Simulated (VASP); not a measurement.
# ZnAu (P1) in VASP: single point with PBE

Aim: the single point of ZnAu with PBE.

All numbers are computed with VASP 6.6.1; they aren't measurements. Logs are shortened: lines on timing, memory, paths and dates and some standing lists are left out, and cuts for length are marked.

### Step 1. The cell of the first run

The typed cell holds 16 atoms: a = 5.894 Å, b = 6.630 Å, c = 6.714 Å, α = 88.19°, β = 89.98°, γ = 90.02°.

### Step 2. Single point, PBE

Input file INCAR:

```
SYSTEM = ZnAu
PREC = Accurate
ENCUT = 520
EDIFF = 1E-6
ISMEAR = 0
SIGMA = 0.1
LREAL = Auto
LASPH = .TRUE.
NELM = 60
ALGO = Normal
ISIF = 2
LWAVE = .FALSE.
LCHARG = .FALSE.
GGA = PE
NBANDS = 106
ISYM = 0
```

Input file KPOINTS:

```
Automatic mesh
0
Gamma
  2 2 2
  0.5 0.5 0.5
```

Input file POSCAR:

```
ZnAu
1.0
    5.8938036248     -0.0010052432      0.0013333446
   -0.0010052432      6.6287516319      0.1054437914
    0.0013333446      0.1054437914      6.7129156575
Zn Au
8 8
Direct
    1.0179726538     -0.0325841161     -0.0375917831
    0.4811835293     -0.0327570503      0.9623464299
    0.0152340706      0.5421962233      1.0457037032
    0.2498284530      0.1946647327      0.2346773849
    0.4841306435      0.5420131650      1.0458828154
    0.2496122831      0.7951327744      0.2832851951
    0.7497310728      0.2931106291      0.7657128105
    0.2495798390      0.7042976492      0.6957618312
    0.0010516115      1.0249268142      0.5528695499
    0.4979586973      1.0249585883      0.5529870132
    0.7494253773      0.2260621382      0.1610643671
    1.0025272638      0.4650578210      0.4497628940
    0.2499927098      0.2996460953      0.8226372826
    0.4969195943      0.4649380465      0.4500228200
    0.7496344540      0.7965605967      0.2524268585
    0.7497302233      0.7009363766      0.7618895447
```

Potentials or basis: VASP PAW PBE potentials, release 64 (Zn, Au).

Run with:

```
$ cat potpaw_PBE.64/Zn/POTCAR potpaw_PBE.64/Au/POTCAR > POTCAR
$ mpirun -np 1 vasp_std > vasp.out
```

OUTCAR:

```text
SYSTEM = ZnAu
   PREC = Accurate
   ENCUT = 520
   EDIFF = 1E-6
   ISMEAR = 0
   LREAL = Auto
   LASPH = .TRUE.
   NELM = 60
   ISIF = 2
   GGA = PE
   ISYM = 0

 ion  position               nearest neighbor table
   1  0.018  0.967  0.962-  11 2.71  15 2.73   2 2.73  13 2.73  16 2.75   9 2.77   4 2.77   6 2.77
                             3 2.86   8 2.88   7 2.95
   2  0.481  0.967  0.962-  11 2.71  15 2.73   1 2.73  13 2.73  16 2.75  10 2.76   6 2.77   4 2.77
                             5 2.86   8 2.88   7 2.95
   3  0.015  0.542  0.046-  13 2.63  16 2.66  11 2.71  15 2.71   6 2.73  12 2.75   5 2.76   1 2.86
                             8 2.90   4 2.94   7 2.98
   4  0.250  0.195  0.235-   6 2.66  14 2.75  12 2.75   2 2.77   1 2.77  10 2.80   9 2.80  13 2.83
                             5 2.94   3 2.94  11 2.99  11 3.00
   5  0.484  0.542  0.046-  13 2.62  16 2.66  11 2.71  15 2.71   6 2.73  14 2.75   3 2.76   2 2.86
                             8 2.90   4 2.94   7 2.98
   6  0.250  0.795  0.283-   4 2.66   3 2.73   5 2.73   2 2.77   1 2.77   9 2.81  10 2.81   8 2.82
                            12 2.83  14 2.83  15 2.95  15 2.95
   7  0.750  0.293  0.766-  11 2.68  16 2.70   9 2.75  10 2.75  14 2.80  12 2.80   1 2.95   2 2.95
                            13 2.97  13 2.97   3 2.98   5 2.98
   8  0.250  0.704  0.696-  10 2.73   9 2.73  12 2.74  14 2.74  13 2.79   6 2.82   2 2.88   1 2.88
                             3 2.90   5 2.90  16 2.98  16 2.98
   9  0.001  0.025  0.553-   8 2.73   7 2.75   1 2.77   4 2.80   6 2.81  10 2.93  16 2.93  15 2.96
                            10 2.97  12 2.98  13 2.99  11 3.27
  10  0.498  0.025  0.553-   8 2.73   7 2.75   2 2.76   4 2.80   6 2.81   9 2.93  16 2.93  15 2.96
                             9 2.97  14 2.98  13 2.99  11 3.27
  11  0.749  0.226  0.161-   7 2.68   5 2.71   3 2.71   2 2.71   1 2.71  15 2.89  14 2.95  12 2.95
                             4 2.99   4 3.00  10 3.27   9 3.27
  12  0.003  0.465  0.450-   8 2.74   3 2.75   4 2.75   7 2.80   6 2.83  14 2.91  15 2.94  11 2.95
                             9 2.98  14 2.98  16 3.04  13 3.07
  13  0.250  0.300  0.823-   5 2.62   3 2.63   2 2.73   1 2.73   8 2.79   4 2.83   7 2.97   7 2.97
                            10 2.99   9 2.99  14 3.07  12 3.07
  14  0.497  0.465  0.450-   8 2.74   5 2.75   4 2.75   7 2.80   6 2.83  12 2.91  15 2.94  11 2.95
                            10 2.98  12 2.98  16 3.04  13 3.07
  15  0.750  0.797  0.252-   5 2.71   3 2.71   1 2.73   2 2.73  11 2.89  14 2.94  12 2.94   6 2.95
                             6 2.95   9 2.96  10 2.96  16 3.37  16 3.46
  16  0.750  0.701  0.762-   3 2.66   5 2.66   7 2.70   1 2.75   2 2.75   9 2.93  10 2.93   8 2.98
                             8 2.98  14 3.04  12 3.04  15 3.37  15 3.46

IMPORTANT INFORMATION: All symmetrisations will be switched off!
NOSYMM: (Re-)initialisation of all symmetry stuff for point group C_1.

----------------------------------------------------------------------------------------

                                     Primitive cell

  volume of cell :     262.1984

  direct lattice vectors                    reciprocal lattice vectors
     5.893803625 -0.001005243  0.001333345     0.169669730  0.000026273 -0.000034113
    -0.001005243  6.628751632  0.105443791     0.000026273  0.150895675 -0.002370214
     0.001333345  0.105443791  6.712915657    -0.000034113 -0.002370214  0.149003804

  length of vectors
     5.893803861  6.629590304  6.713743873     0.169669736  0.150914291  0.149022658

  position of ions in fractional coordinates (direct lattice)
     0.017972654  0.967415884  0.962408217
     0.481183529  0.967242950  0.962346430
     0.015234071  0.542196223  0.045703703
     0.249828453  0.194664733  0.234677385
     0.484130644  0.542013165  0.045882815
     0.249612283  0.795132774  0.283285195
[... 8 lines left out ...]
     0.749634454  0.796560597  0.252426859
     0.749730223  0.700936377  0.761889545

  ion indices of the primitive-cell ions
   primitive index   ion index
                 1           1
                 2           2
                 3           3
                 4           4
                 5           5
                 6           6
[... 8 lines left out ...]
                15          15
                16          16

----------------------------------------------------------------------------------------

 KPOINTS: Automatic mesh

Automatic generation of k-mesh.
 Grid dimensions read from file:
 generate k-points for:    2    2    2

 Generating k-lattice:

  Cartesian coordinates                     Fractional coordinates (reciprocal lattice)
     0.084834865  0.000013136 -0.000017057     0.500000000  0.000000000  0.000000000
     0.000013136  0.075447837 -0.001185107     0.000000000  0.500000000 -0.000000000
    -0.000017057 -0.001185107  0.074501902     0.000000000  0.000000000  0.500000000

  Length of vectors
     0.084834868  0.075457146  0.074511329

  Shift w.r.t. Gamma in fractional coordinates (k-lattice)
     0.500000000  0.500000000  0.500000000

 Subroutine IBZKPT returns following result:
 ===========================================

 Found      4 irreducible k-points:

 Following reciprocal coordinates:
            Coordinates               Weight
  0.250000  0.250000  0.250000      2.000000
 -0.250000  0.250000  0.250000      2.000000
  0.250000 -0.250000  0.250000      2.000000
 -0.250000 -0.250000  0.250000      2.000000
   k-points           NKPTS =      4   k-points in BZ     NKDIM =      4   number of bands    NBANDS=    106
   number of dos      NEDOS =    301   number of ions     NIONS =     16
   total plane-waves  NPLWV = 120000
   dimension x,y,z NGX =    48 NGY =   50 NGZ =   50
   dimension x,y,z NGXF=    96 NGYF=  100 NGZF=  100
   ions per type =               8   8
   NGX,Y,Z   is equivalent  to a cutoff of  13.54, 12.54, 12.38 a.u.
   NGXF,Y,Z  is equivalent  to a cutoff of  27.08, 25.08, 24.76 a.u.
 SYSTEM =  ZnAu
   PREC   = accura    normal or accurate (medium, high low for compatibility)
   ISTART =      0    job   : 0-new  1-cont  2-samecut
   ICHARG =      2    charge: 1-file 2-atom 10-const
   ISPIN  =      1    spin polarized calculation?
   LNONCOLLINEAR =      F non collinear calculations
   LSORBIT =      F    spin-orbit coupling
   LASPH  =      T    aspherical Exc in radial PAW
   ENCUT  =  520.0 eV  38.22 Ry    6.18 a.u.  10.96 12.33 12.48*2*pi/ulx,y,z
   NELM   =     60;   NELMIN=  2; NELMDL= -5     # of ELM steps
   EDIFF  = 0.1E-05   stopping-criterion for ELM
   LREAL  =      T    real-space projection
   EDIFFG = 0.1E-04   stopping-criterion for IOM
   NSW    =      0    number of steps for IOM
   IBRION =     -1    ionic relax: 0-MD 1-quasi-New 2-CG
   NFREE  =      0    steps in history (QN), initial steepest desc. (CG)
   ISIF   =      2    stress and relaxation
   ISYM   =      0    0-nonsym 1-usesym 2-fastsym
   POTIM  = 0.5000    time-step for ionic-motion
   TEBEG  =    0.0;   TEEND  =   0.0 temperature during run
   PSTRESS=    0.0 pullay stress
   NELECT =     184.0000    total number of electrons
   NUPDOWN=      -1.0000    fix difference up-down
   EMIN   =  10.00;   EMAX   =-10.00  energy-range for DOS
   EFERMI =   0.00;   METHOD = LEGACY
   ISMEAR =     0;   SIGMA  =   0.10  broadening in eV -4-tet -1-fermi 0-gaus
   EFERMI_NEDOS =   21; number of points for ismear=-14 and -15
   IALGO  =     38    algorithm
   IMIX   =      4    mixing-type and parameters
     AMIX     =   0.40;   BMIX     =  1.00
     AMIX_MAG =   1.60;   BMIX_MAG =  1.00
  volume/ion in A,a.u.               =      16.39       110.59
  Fermi-wavevector in a.u.,A,eV,Ry     =   1.454803  2.749178 28.796062  2.116451
  Thomas-Fermi vector in A             =   2.571911
   LORBIT       =      0    0 simple, 1 ext, 2 COOP (PROOUT), +10 PAW based schemes
   GGA     = PE    functional components
   LHFCALC =     F    Hartree Fock is set to
   AEXX    =    0.0000 exact exchange contribution
   IVDW    =     0    specifies the selected vdW correction
   LEPSILON=     F    determine dielectric tensor
   LRPA    =     F    only Hartree local field effects (RPA)
 non-spin polarized calculation
 Gauss-broadening in eV      SIGMA  =   0.10
  energy-cutoff  :      520.00
  volume of cell :      262.20
 maximum number of plane-waves:      7065
 NGX is ok and might be reduce to    48
   NGX = 21   NGY = 25   NGZ = 25

 number of electron     183.9999901 magnetization

 Free energy of the ion-electron system (eV)
  ---------------------------------------------------
  ext. energy  EPLUGINS =         0.00000000
  ---------------------------------------------------
  free energy    TOTEN  =       -36.70150775 eV

  energy without entropy =      -36.69875813  energy(sigma->0) =      -36.70013294

 E-fermi :   6.3826     XC(G=0): -12.0797

 val. band max:        6.2092647652   @ k =  -0.2500   0.2500   0.2500
 cond. band min:       6.5562902405   @ k =   0.2500  -0.2500   0.2500
 fundamental gap:      0.3470254752
 Fermi energy:         6.3826162777

 k-point     1 :       0.2500    0.2500    0.2500
  band No.  band energies     occupation
      1      -2.9749      2.00000
      2      -1.6371      2.00000
      3      -1.6029      2.00000
      4      -1.5591      2.00000
      5      -1.5356      2.00000
      6      -1.5153      2.00000
[... 96 lines left out ...]
    103      10.3290      0.00000
    104      11.3186      0.00000

 k-point     2 :      -0.2500    0.2500    0.2500
  band No.  band energies     occupation
      1      -2.9747      2.00000
      2      -1.6369      2.00000
      3      -1.6035      2.00000
      4      -1.5593      2.00000
      5      -1.5358      2.00000
      6      -1.5154      2.00000
[... 96 lines left out ...]
    103      10.3287      0.00000
    104      11.3178      0.00000

 k-point     3 :       0.2500   -0.2500    0.2500
  band No.  band energies     occupation
      1      -2.9459      2.00000
      2      -1.6989      2.00000
      3      -1.6462      2.00000
      4      -1.6033      2.00000
      5      -1.5529      2.00000
      6      -1.5427      2.00000
[... 96 lines left out ...]
    103      10.6097      0.00000
    104      11.4104      0.00000

 k-point     4 :      -0.2500   -0.2500    0.2500
  band No.  band energies     occupation
      1      -2.9450      2.00000
      2      -1.6991      2.00000
      3      -1.6466      2.00000
      4      -1.6030      2.00000
      5      -1.5532      2.00000
      6      -1.5428      2.00000
[... 96 lines left out ...]
    103      10.6127      0.00000
    104      11.4170      0.00000
 [bands above 104 left out]

------------------------ aborting loop because EDIFF is reached ----------------------------------------

  FORCE on cell =-STRESS in cart. coord.  units (eV):
  Direction    XX          YY          ZZ          XY          YZ          ZX
  --------------------------------------------------------------------------------------
  -------------------------------------------------------------------------------------
  Total        0.2678090      0.2488292      0.4221868      0.0150938      0.0727787     -0.0036543
  in kB        1.6364611      1.5204842      2.5797947      0.0922313      0.4447183     -0.0223298
  external PRESSURE =       1.9122467 kB  Pullay stress =       0.0000000 kB

 VOLUME and BASIS-vectors are now :
 -----------------------------------------------------------------------------
  energy-cutoff  :      520.00
  volume of cell :      262.20
      direct lattice vectors                 reciprocal lattice vectors
     5.893803625 -0.001005243  0.001333345     0.169669730  0.000026273 -0.000034113
    -0.001005243  6.628751632  0.105443791     0.000026273  0.150895675 -0.002370214
     0.001333345  0.105443791  6.712915657    -0.000034113 -0.002370214  0.149003804

 POSITION                                       TOTAL-FORCE (eV/Angst)
 -----------------------------------------------------------------------------------
      0.10624      6.51422      6.56260        -0.003859      0.001236      0.000075
      2.83631      6.51260      6.56278         0.005822     -0.003801      0.003433
      0.08930      3.59889      0.36400         0.012088     -0.005480     -0.003337
      1.47256      1.31488      1.59623        -0.003295      0.007178      0.001331
      2.85289      3.59722      0.36580        -0.011922      0.003628     -0.001916
      1.47074      5.30036      1.98584         0.000787     -0.007581      0.004348
[... 8 lines left out ...]
      4.41773      5.30607      1.77951        -0.002270      0.011854      0.020764
      4.41907      4.72592      5.18941        -0.000919     -0.005965     -0.023641
 -----------------------------------------------------------------------------------
    total drift:                                0.001933     -0.012558     -0.001516

  FREE ENERGIE OF THE ION-ELECTRON SYSTEM (eV)
  ---------------------------------------------------
  free  energy   TOTEN  =       -36.7015077464 eV

  energy  without entropy=      -36.6987581297  energy(sigma->0) =      -36.70013294
```

It took 2.2 min on 1 thread of AMD EPYC 9R45 (Zen 5), shared host; peak memory 0.34 GiB.

Results:

```
Free energy            : -36.7015 eV
Pressure               : 0.2 GPa
Largest force          : 0.032 eV/Å
Band gap on the k mesh : 0.35 eV (least direct gap 0.50 eV)
```

Forces on the atoms (eV/Å):
```
Zn  -0.004  0.001  0.000
Zn   0.006 -0.004  0.003
Zn   0.012 -0.005 -0.003
Zn  -0.003  0.007  0.001
Zn  -0.012  0.004 -0.002
Zn   0.001 -0.008  0.004
Zn   0.002  0.002 -0.007
Zn   0.000 -0.012  0.012
Au  -0.013  0.018 -0.011
Au   0.018  0.009 -0.012
Au   0.005 -0.011  0.029
Au  -0.008 -0.011  0.003
Au  -0.008  0.009 -0.017
Au   0.008 -0.006  0.001
Au  -0.002  0.012  0.021
Au  -0.001 -0.006 -0.024
```

Levels at points of the mesh, in eV from the valence-band top:
| k point | band 88 | band 89 | band 90 | band 91 | band 92 | band 93 | band 94 | band 95 | band 96 | band 97 |
| --- | --- | --- | --- | --- | --- | --- | --- | --- | --- | --- |
| (0.25, 0.25, 0.25) | -1.70 | -1.61 | -0.82 | -0.30 | 0.00 | 0.50 | 0.87 | 1.25 | 2.03 | 2.31 |

Caveat: spin-orbit coupling is left out, which moves the levels of the heavy elements; a shifted mesh leaves out Γ, where band edges can lie. A k mesh can miss the band edges.
